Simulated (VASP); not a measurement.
The system is WSe2.

```
W Se
1.0
     3.30381    0.00000    0.00000
    -1.65190    2.86118    0.00000
     0.00000    0.00000   13.35591
W Se
2 4
Direct
  0.66667 0.33333 0.75000
  0.33333 0.66667 0.25000
  0.33333 0.66667 0.87661
  0.66667 0.33333 0.37661
  0.33333 0.66667 0.62339
  0.66667 0.33333 0.12339
```

This cell differs from its parent crystal: equal strain along all axes, cell held: +1.0 %.

| Property | Result |
| --- | --- |
| Program | VASP 6.6.1 |
| Task | relaxation of the atoms |
| Functional | PBEsol |
| Potentials or basis | VASP PAW PBE potentials, release 64 (W_sv, Se) |
| Cutoff | 520 eV |
| k mesh | 12 × 12 × 2 |
| Occupations | gaussian, width 0.02 eV |
| Spin | no spin polarisation |

At the start: pressure -3.6 GPa; volume 21.04 Å³/atom.

Question: How do energy, volume and symmetry change on relaxing?

Answer: Over 3 steps the energy falls by 3.7 meV/atom at a fixed cell; space group P6_3/mmc (No. 194, to 0.1 Å) before and after.

The path:
```
step  energy change (eV)  largest force (eV/Å)  pressure (GPa)
   1              0.0000                0.4303           -3.59
   2             -0.0213                0.0782           -1.87
   3             -0.0220                0.0010           -1.50
```

Final structure:
```yaml
crystal:
  lattice:
    - [3.30381, 0.00000, 0.00000]
    - [-1.65190, 2.86118, 0.00000]
    - [0.00000, 0.00000, 13.35591]
  atoms:
    - { symbol: W, position: [0.66667, 0.33333, 0.75000] }
    - { symbol: W, position: [0.33333, 0.66667, 0.25000] }
    - { symbol: Se, position: [0.33333, 0.66667, 0.87472] }
    - { symbol: Se, position: [0.66667, 0.33333, 0.37472] }
    - { symbol: Se, position: [0.33333, 0.66667, 0.62528] }
    - { symbol: Se, position: [0.66667, 0.33333, 0.12528] }
```

Caveat: the cell differs from its parent crystal (equal strain along all axes, cell held: +1.0 %); the PAW data sets were made with another functional, which shifts forces and pressure a little; this functional lacks dispersion, which binds layers or chains, so the pressure and a relaxed spacing across them are unreliable.
